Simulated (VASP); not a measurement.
Set up this calculation in VASP 6.6.1, as the native input.

```yaml
Task: single point
Functional: PBE
Potentials_or_basis: VASP PAW PBE potentials, release 64 (Al, Ga_d, N)
Cutoff: 520 eV
k_mesh: 1 × 1 × 1, shifted
Occupations: fermi-dirac, width 0.05 eV
Spin: no spin polarisation
Dipole_correction: no
Further_INCAR_settings: LREAL = Auto; ALGO = Normal; EDIFF = 1e-07; NBANDS = 191; ISYM = 0
```

The structure of Al27Ga5N32 lies in POSCAR:

```
Al27Ga5N32
1.0
    8.8443130000      0.0000000000      0.0000000000
    0.0000000000      8.8443130000      0.0000000000
    0.0000000000      0.0000000000      8.8443130000
Al Ga N
27 5 32
Direct
    0.9693970000      0.0254830000      0.0143900000
    0.9893240000      0.0047960000      0.5185870000
    0.9699790000      0.5182380000      0.0206940000
    0.4730520000      0.0052770000      0.0133480000
    0.4683350000      0.0266960000      0.5197510000
    0.4641560000      0.5206370000      0.0282610000
    0.4755920000      0.5011940000      0.5196600000
    0.2180920000      0.2436220000      0.4986050000
    0.2139450000      0.7443050000      0.0299120000
    0.2034500000      0.7623340000      0.4907340000
    0.7000890000      0.2716610000      0.0109100000
    0.7479680000      0.2632620000      0.4970560000
    0.7177300000      0.7624960000      0.0226500000
    0.7332790000      0.7799520000      0.5114500000
    0.2243890000      0.0052720000      0.2482790000
    0.2297310000      0.9814770000      0.7830220000
    0.2259550000      0.5039760000      0.2734410000
    0.7269820000      0.0207350000      0.2502190000
    0.7280750000      0.5136220000      0.2600420000
    0.7161610000      0.4907330000      0.7659120000
    0.9715170000      0.2687970000      0.2411700000
    0.9626830000      0.2517030000      0.7677100000
    0.9527210000      0.7344210000      0.2518760000
    0.9778430000      0.7728240000      0.7686980000
    0.4523240000      0.2672100000      0.2691230000
    0.4546320000      0.2597730000      0.7427430000
    0.4794580000      0.7641930000      0.2884260000
    0.9596860000      0.5030820000      0.5367880000
    0.2403290000      0.2727010000      0.9912060000
    0.2128030000      0.4978990000      0.7338330000
    0.7239620000      0.0111630000      0.7668100000
    0.4649920000      0.7555380000      0.7461090000
    0.1002870000      0.1496240000      0.1161570000
    0.1032190000      0.1233100000      0.6353090000
    0.0980540000      0.6311930000      0.1563750000
    0.0839650000      0.6509330000      0.6237490000
    0.6013780000      0.1589630000      0.1510790000
    0.6101480000      0.1536700000      0.6346300000
    0.6085300000      0.6382350000      0.1617460000
    0.6087620000      0.6186690000      0.6383240000
    0.3517300000      0.4046280000      0.1474310000
    0.3528850000      0.3799430000      0.6212110000
    0.3518940000      0.8619210000      0.1325050000
    0.3317290000      0.8886620000      0.6232310000
    0.8345330000      0.3847130000      0.1454400000
    0.8331390000      0.3811760000      0.6399250000
    0.8469800000      0.8872530000      0.1359460000
    0.8600030000      0.9104760000      0.6343330000
    0.3527530000      0.1346630000      0.3780690000
    0.3557380000      0.1319080000      0.8727300000
    0.3504560000      0.6399980000      0.3993070000
    0.3445650000      0.6348790000      0.9089740000
    0.8679480000      0.1264760000      0.3664050000
    0.8369600000      0.1438520000      0.8847520000
    0.8361330000      0.6370210000      0.4148890000
    0.8469230000      0.6251090000      0.8856360000
    0.0919710000      0.3790730000      0.3771550000
    0.0805430000      0.3942020000      0.8926360000
    0.0654860000      0.8659830000      0.3847470000
    0.1063050000      0.8690290000      0.8964270000
    0.6026640000      0.3738000000      0.3789940000
    0.5642100000      0.3817440000      0.8882690000
    0.6010640000      0.9071260000      0.3980640000
    0.5771360000      0.8793790000      0.9040810000
```

The input as run:

INCAR

```
PREC = Accurate
ENCUT = 520
EDIFF = 1E-7
ISMEAR = -1
SIGMA = 0.05
LREAL = Auto
LASPH = T
NELM = 80
ALGO = Normal
ISIF = 2
LWAVE = F
LCHARG = F
GGA = PE
NBANDS = 191
ISYM = 0
```

KPOINTS

```
Automatic mesh
0
Gamma
  1 1 1
  0.25 0.25 0.25
```

Potentials or basis: VASP PAW PBE potentials, release 64 (Al, Ga_d, N).

Launch:

```sh
$ cat potpaw_PBE.64/Al/POTCAR potpaw_PBE.64/Ga_d/POTCAR potpaw_PBE.64/N/POTCAR > POTCAR
$ mpirun -np 1 vasp_std > vasp.out
```

It gave:

* Pressure: 3.2 GPa
* Largest force: 4.276 eV/Å
* Band gap on the k mesh: 3.13 eV

Caveat: the cell stands under pressure; a shifted mesh leaves out Γ, where band edges can lie; forces of over 1 eV/Å act on the atoms, so gaps and moduli don't describe the material at rest.

It took 19 min on 1 thread of Intel(R) Xeon(R) Platinum 8488C (Sapphire Rapids), on a shared host, peak memory 0.89 GiB.
